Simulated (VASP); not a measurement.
Input of a VASP 6.6.1 run:

INCAR

```
SYSTEM = Pt
ALGO = Normal
EDIFF = 1E-7
ENCUT = 520
GGA = PS
ISIF = 2
ISMEAR = 1
LASPH = .True.
LCHARG = .False.
LREAL = .False.
LWAVE = .False.
NBANDS = 17
NELM = 100
PREC = Accurate
SIGMA = 0.2
```

File KPOINTS:

```
k-points
0
Gamma
  12 12 6
  0 0 0
```

POSCAR

```
Pt
1.0
    2.7606660000      0.0000000000      0.0000000000
   -1.3803330000      2.3908070000      0.0000000000
    0.0000000000      0.0000000000      4.7921340000
Pt
2
Direct
    0.6666666667      0.3333333333      0.7500000000
    0.3333333333      0.6666666667      0.2500000000
```

Potentials or basis: VASP PAW PBE potentials, release 64 (Pt).

Launch:

```console
$ cat potpaw_PBE.64/Pt/POTCAR > POTCAR
$ mpirun -np 1 vasp_std > vasp.out
```

(1) Estimate the pressure.

(2) Predict the band gap on the k mesh.

Results:

(1) -11.2 GPa.

(2) zero (bands 10 and 11 overlap by 1.27 eV).

Caveat: the cell stands under tension; the PAW data sets were made with another functional, which shifts forces and pressure a little; spin-orbit coupling is left out, which moves the levels of the heavy elements.
